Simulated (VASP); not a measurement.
Write the native input for VASP 6.6.1 that does the following.

| Item | Value |
| --- | --- |
| Task | single point |
| Functional | PBE |
| Potentials or basis | VASP PAW PBE potentials, release 64 (Zn, Cu) |
| Cutoff | 520 eV |
| k mesh | 11 × 11 × 7 |
| Occupations | fermi-dirac, width 0.05 eV |
| Spin | no spin polarisation |
| Dipole correction | no |
| Further INCAR settings | ALGO = Normal; EDIFF = 1e-06; NBANDS = 18 |

The structure of ZnCu lies in POSCAR:

```
ZnCu
1.0
    1.4978938501     -2.1353276147      0.0000000000
    1.4978938501      2.1353276147      0.0000000000
    0.0000000000      0.0000000000      4.1681689581
Zn Cu
1 1
Direct
    0.5000000000      0.5000000000      0.5000000000
    0.0000000000      0.0000000000      0.0000000000
```

The input as run:

INCAR

```
SYSTEM = ZnCu
PREC = Accurate
ENCUT = 520
EDIFF = 1E-6
ISMEAR = -1
SIGMA = 0.05
LREAL = .FALSE.
LASPH = .TRUE.
NELM = 80
ALGO = Normal
ISIF = 2
LWAVE = .FALSE.
LCHARG = .FALSE.
GGA = PE
NBANDS = 18
```

KPOINTS

```
Automatic mesh
0
G
  11 11 7
  0 0 0
```

Potentials or basis: VASP PAW PBE potentials, release 64 (Zn, Cu).

The run is started by

```bash
$ cat potpaw_PBE.64/Zn/POTCAR potpaw_PBE.64/Cu/POTCAR > POTCAR
$ mpirun -np 1 vasp_std > vasp.out
```

Results of the run:

The pressure is -1.1 GPa and the band gap on the k mesh is zero (an odd number of electrons rules out a gap without spin polarisation).

Wall time 65 s on 1 thread of Intel Xeon 8259CL, on a shared host, peak memory 0.19 GiB.
